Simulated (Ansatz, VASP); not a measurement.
# Two plane-wave programs on Bi

INCAR

```
  ALGO = Normal
  EDIFF = 1E-7
  ENCUT = 520
  ISIF = 2
  ISMEAR = 1
  LASPH = True
  LCHARG = False
  LREAL = False
  LWAVE = False
  NBANDS = 14
  NELM = 80
  PREC = Accurate
  SIGMA = 0.1
```

File KPOINTS:

```
k-points
0
Gamma
  6 6 6
```

The input POSCAR:

```
Bi
1.0
   -4.2317741203      4.2317741203      1.4533607249
    4.2317741203     -4.2317741203      1.4533607249
    4.2317741203      4.2317741203     -1.4533607249
Bi
1
Direct
    0.0000000000      0.0000000000      0.0000000000
```

Input for Ansatz:

```yaml
crystal:
  lattice:
    - [-4.23177412027418, 4.231774120274184, 1.4533607248769933]
    - [4.23177412027418, -4.231774120274184, 1.4533607248769915]
    - [4.23177412027418, 4.23177412027418, -1.4533607248769933]
  atoms:
    - { symbol: Bi, position: [-1.952644687675493e-33, -1.076237202640733e-33, 1.0790986230805521e-33] }
kpoints:
  mp_grid:
    grid: [6, 6, 6]
hamiltonian:
  xc: lda
scf:
  occupations:
    method: cold
    width: 0.1
output:
  forces: true
  stress: true
```

Alike in both runs: task single point; functional LDA; k mesh 6 × 6 × 6; no spin polarisation.

```csv
,VASP,Ansatz
version,VASP 6.6.1,Ansatz 0.2.0
potentials or method,"VASP PAW LDA potentials, release 64 (Bi_d)","plane waves, PAW"
plane-wave cutoff (eV),520,420
occupations,"methfessel-paxton of order 1, width 0.1 eV","cold, width 0.1 eV"
valence electrons in the cell,15,15
```

VASP gave:

- pressure (GPa): -0.1
- traceless stress, the component that is largest in VASP (GPa): 0.09

Q: Which values does Ansatz return?

A: Pressure (GPa): -0.1; traceless stress, the component that is largest in VASP (GPa): 0.13.

LDA's correlation is that of Perdew and Zunger in VASP and of Perdew and Wang (1992) in Ansatz.

The k mesh is coarse, so the values compare programs but aren't converged. Spin-orbit coupling is off throughout.
